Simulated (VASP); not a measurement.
HfSnO4, 6 atoms in the cell. It takes space group Cmmm (No. 65, orthorhombic). Conventional cell: a = 7.150 Å, b = 7.175 Å, c = 3.280 Å, α = 90.00°, β = 90.00°, γ = 90.00°. Within 2.8 Å of Hf (site symmetry mmm) lie 6 O at 2.13 to 2.21 Å. Within 2.8 Å of Sn (site symmetry mmm) lie 6 O at 2.14 to 2.22 Å. O (site symmetry 2mm) has 2 Hf at 2.13 Å and 1 Sn at 2.22 Å and 1 O at 2.71 Å within 2.8 Å. Within 2.8 Å of O (site symmetry m2m) lie 2 Sn at 2.14 Å and 1 Hf at 2.21 Å and 1 O at 2.76 Å. 

- Program: VASP 6.6.1
- Task: single point
- Functional: PBE
- Potentials or basis: VASP PAW PBE potentials, release 64 (Hf_pv, Sn_d, O)
- Cutoff: 520 eV
- k mesh: 6 × 6 × 8
- Occupations: gaussian, width 0.02 eV
- Spin: no spin polarisation
- Dipole correction: no
- Further INCAR settings: ALGO = Normal; EDIFF = 1e-07; NBANDS = 33

Potentials or basis: VASP PAW PBE potentials, release 64 (Hf_pv, Sn_d, O).

Command:

```bash
$ cat potpaw_PBE.64/Hf_pv/POTCAR potpaw_PBE.64/Sn_d/POTCAR potpaw_PBE.64/O/POTCAR > POTCAR
$ mpirun -np 1 vasp_std > vasp.out
```

Hardware: 1 thread of Intel Xeon 8259CL, on a shared host.

Task: Estimate the wall time of this run.

Result: It took 5.1 min on 1 thread of Intel Xeon 8259CL, with other jobs on the host, peak memory 0.3 GiB. Counts: scf iterations 15, k points 65.
